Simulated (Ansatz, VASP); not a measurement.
# Two plane-wave programs on MgZn4O

```
Mg Zn O
1.0
     4.14085    0.00000    0.00000
     0.00000    4.14085    0.00000
     0.00000    0.00000    5.17902
Mg Zn O
1 4 1
Direct
  0.00000 0.00000 0.62021
  0.73231 0.73231 0.03903
  0.26769 0.26769 0.03903
  0.26769 0.73231 0.03903
  0.73231 0.26769 0.03903
  0.50000 0.50000 0.33089
```

Alike in both runs: task relaxation of cell and atoms; functional PBE; k mesh 4 × 4 × 3; occupations gaussian, width 0.2 eV; no spin polarisation.

|  | VASP | Ansatz |
| --- | --- | --- |
| version | VASP 6.6.1 | Ansatz 0.2.0 |
| potentials or method | VASP PAW PBE potentials, release 64 (Mg, Zn, O), cutoff 600 eV | scalar-relativistic, plane waves, PAW |
| valence electrons in the cell | 56 | 64 |

|  | VASP | Ansatz | Ansatz less VASP |
| --- | --- | --- | --- |
| gap on the k mesh at the Fermi level, each at its own relaxed structure (eV) | none | none | - |
| relaxed volume (Å³/atom) | 20.45 | 20.92 | +0.463 |
| relaxed cell length with the largest relative difference (Å) | 5.434 | 5.479 | +0.0447 |

A gap of «none» marks a metal or a gap that the smearing closes. VASP's potentials hold 56 valence electrons a cell and Ansatz's 64, so a difference there can come from the potentials and not from the codes.

The k mesh is coarse, so the values compare programs but aren't converged. Noted on VASP's run: the volume moved by over 15 % at a fixed basis, so the end points are rough.
